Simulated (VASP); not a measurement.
Here is a VASP 6.6.1 calculation.

The input INCAR:

```
PREC = Accurate
ENCUT = 500
EDIFF = 1E-6
ISMEAR = 0
SIGMA = 0.15
LREAL = False
LASPH = True
NELM = 120
ALGO = Normal
ISIF = 2
LWAVE = False
LCHARG = True
GGA = CA
LELF = True
LVHAR = True
NBANDS = 16
GGA_COMPAT = False
```

File KPOINTS:

```
Automatic mesh
0
Gamma
  16 16 16
```

Contents of POSCAR:

```
HgTe
1.0
    0.0000000000      3.8235178005      3.3247980874
    3.8235178005      0.0000000000      3.3247980874
    3.8235178005      3.8235178005      0.0000000000
Hg Te
1 1
Direct
    0.0000000000      0.0000000000      0.0000000000
    0.7500000000      0.7500000000      0.7500000000
```

Potentials or basis: VASP PAW LDA potentials, release 64 (Hg, Te).

Launch:

```console
$ cat potpaw_LDA.64/Hg/POTCAR potpaw_LDA.64/Te/POTCAR > POTCAR
$ mpirun -np 1 vasp_std > vasp.out
```

Question: Predict the band gap on the k mesh.

Answer: 0.01 eV.

Question: Estimate the pressure.

Answer: -6.7 GPa.

Stress tensor (GPa, compression positive):
```
-7.40  0.00  0.00
 0.00 -7.40  0.00
 0.00  0.00 -5.21
```

Caveat: the cell stands under tension; the smearing spreads over this small gap; spin-orbit coupling is left out, which moves the levels of the heavy elements. A k mesh can miss the band edges.
